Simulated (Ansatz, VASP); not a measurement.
Re: VASP beside Ansatz

Contents of INCAR:

```
PREC     = Accurate       # precision mode
ENCUT    = 520            # plane-wave cutoff, eV
EDIFF    = 1E-7           # SCF threshold, eV
ISMEAR   = -1             # smearing method
SIGMA    = 0.05           # smearing width, eV
LREAL    = F              # projectors in reciprocal space
LASPH    = T              # aspherical terms in the spheres
NELM     = 100            # most SCF steps
ALGO     = Normal         # electronic algorithm
ISIF     = 2              # what is computed and relaxed
LWAVE    = F              # write WAVECAR
LCHARG   = F              # write CHGCAR
GGA      = PS             # functional
NBANDS   = 10             # bands
```

The input KPOINTS:

```
regular mesh
0
Gamma
  14 14 14
```

POSCAR

```
Re
1.0
    0.0000000000      1.9750000000      1.9750000000
    1.9750000000      0.0000000000      1.9750000000
    1.9750000000      1.9750000000      0.0000000000
Re
1
Direct
    0.0000000000      0.0000000000      0.0000000000
```

Input for Ansatz:

```yaml
crystal:
  lattice:
    - [0.0, 1.975, 1.975]
    - [1.975, 0.0, 1.975]
    - [1.975, 1.975, 0.0]
  atoms:
    - { symbol: Re, position: [0.0, 0.0, 0.0] }
kpoints:
  mp_grid: { grid: [14, 14, 14] }
  band_path:
    path:
      - [0.0, 0.0, 0.0]
      - [0.5, 0.0, 0.5]
      - [0.625, 0.25, 0.625]
      - [0.375, 0.375, 0.75]
      - [0.0, 0.0, 0.0]
      - [0.5, 0.5, 0.5]
      - [0.5, 0.25, 0.75]
      - [0.5, 0.0, 0.5]
    npoints: 5
scf:
  occupations: { method: fermi_dirac, width: 0.05 }
hamiltonian:
  xc: pbesol
  pseudopotentials: { kind: all_electron, lapw: { basis_error: 0.00025 } }
output:
  forces: true
  stress: true
  eigenvalues: true
```

Alike in both runs: task single point; functional PBEsol; k mesh 14 × 14 × 14; occupations fermi-dirac, width 0.05 eV; no spin polarisation.

|  | VASP | Ansatz |
| --- | --- | --- |
| version | VASP 6.6.1 | Ansatz 0.2.0 |
| potentials or method | VASP PAW PBE potentials, release 64 (Re), cutoff 520 eV | all-electron LAPW, scalar-relativistic |

```csv
,VASP,Ansatz,Ansatz less VASP
pressure (GPa),-18.9,-18.4,+0.55
```

VASP's potentials were made for PBE, not for PBEsol. Ansatz ran all-electron here, and VASP with PAW potentials.

Spin-orbit coupling is off throughout.
